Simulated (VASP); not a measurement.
Write the native input for VASP 6.6.1 that does the following.

| Property | Result |
| --- | --- |
| Task | single point |
| Functional | LDA |
| Potentials or basis | VASP PAW LDA potentials, release 64 (Zn, S) |
| Cutoff | 520 eV |
| k mesh | 8 × 8 × 8 |
| Occupations | gaussian, width 0.01 eV |
| Spin | no spin polarisation |
| Dipole correction | no |
| Further INCAR settings | ALGO = Normal; EDIFF = 1e-07; NBANDS = 16 |

The structure of ZnS lies in POSCAR:

```
ZnS
1.0
    2.5954993342      2.5954993342      0.0000000000
   -2.5954993342      2.5954993342      0.0000000000
    0.0000000000      2.5954993342      2.7118298891
Zn S
1 1
Direct
    0.7500000000      0.2500000000      0.5000000000
    0.0000000000      0.0000000000      0.0000000000
```

This cell differs from its parent crystal: in-plane strain -0.02, then relaxed in part.

The input as run:

INCAR

```
ALGO = Normal
EDIFF = 1E-7
ENCUT = 520
ISIF = 2
ISMEAR = 0
LASPH = T
LCHARG = F
LREAL = F
LWAVE = F
NBANDS = 16
NELM = 60
PREC = Accurate
SIGMA = 0.01
```

KPOINTS

```
k-points
0
Gamma
  8 8 8
```

Potentials or basis: VASP PAW LDA potentials, release 64 (Zn, S).

The run is started by

```bash
$ cat potpaw_LDA.64/Zn/POTCAR potpaw_LDA.64/S/POTCAR > POTCAR
$ mpirun -np 1 vasp_std > vasp.out
```

Results of the run:

```
Pressure               : 1.7 GPa
Band gap on the k mesh : 2.17 eV, direct
```

Caveat: the cell differs from its parent crystal (in-plane strain -0.02, then relaxed in part).

Run time: 40 s on 1 thread of Intel(R) Xeon(R) Platinum 8175M CPU @ 2.50GHz (Skylake/Cascade Lake) (shared host), peak memory 0.15 GiB.
